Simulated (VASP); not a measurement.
Write the native input for VASP 6.6.1 that does the following.

```
Task                   : relaxation of shape and atoms at fixed volume
Functional             : LDA
Potentials or basis    : VASP PAW LDA potentials, release 64 (Al)
Cutoff                 : 600 eV
k mesh                 : 15 × 15 × 8
Occupations            : fermi-dirac, width 0.08 eV
Spin                   : no spin polarisation
Dipole correction      : no
Further INCAR settings : ALGO = Normal; EDIFF = 1e-06; IBRION = 2; EDIFFG = -0.005; NSW = 50; ISIF = 4
```

The structure of Al lies in POSCAR:

```
Al
1.0
    2.3745541783      0.0000000000      0.0000000000
   -1.1872770892      2.0564242410      0.0000000000
    0.0000000000      0.0000000000      3.9196119396
Al
2
Direct
    0.3333333333      0.6666666667      0.2500000000
    0.6666666667      0.3333333333      0.7500000000
```

The input as run:

INCAR

```
SYSTEM = Al
PREC     = Accurate       ! precision mode
ENCUT    = 600            ! plane-wave cutoff, eV
EDIFF    = 1E-6           ! SCF threshold, eV
ISMEAR   = -1             ! smearing method
SIGMA    = 0.08           ! smearing width, eV
LREAL    = .FALSE.        ! projectors in reciprocal space
LASPH    = .TRUE.         ! aspherical terms in the spheres
NELM     = 100            ! most SCF steps
ALGO     = Normal         ! electronic algorithm
ISIF     = 4              ! what is computed and relaxed
LWAVE    = .FALSE.        ! write WAVECAR
LCHARG   = .FALSE.        ! write CHGCAR
GGA      = CA             ! functional
IBRION   = 2              ! ionic algorithm
NSW      = 50             ! ionic steps
EDIFFG   = -0.005         ! ionic threshold
```

KPOINTS

```
Automatic mesh
0
G
  15 15 8
  0 0 0
```

Potentials or basis: VASP PAW LDA potentials, release 64 (Al).

Command:

```console
$ cat potpaw_LDA.64/Al/POTCAR > POTCAR
$ mpirun -np 1 vasp_std > vasp.out
```

Results of the run:

```yaml
Energy_gained_by_relaxing: 1.9 meV/atom
Ionic_steps: 3
Pressure_after_relaxing: 122.3 GPa
Band_gap_on_the_k_mesh: zero (band 3 reaches 20.18 eV, above the bottom of band 4 at 10.89 eV)
```

Wall time 9.6 s on 1 thread of Intel(R) Xeon(R) 6975P-C (Granite Rapids), with other jobs on the host, peak memory 0.13 GiB.
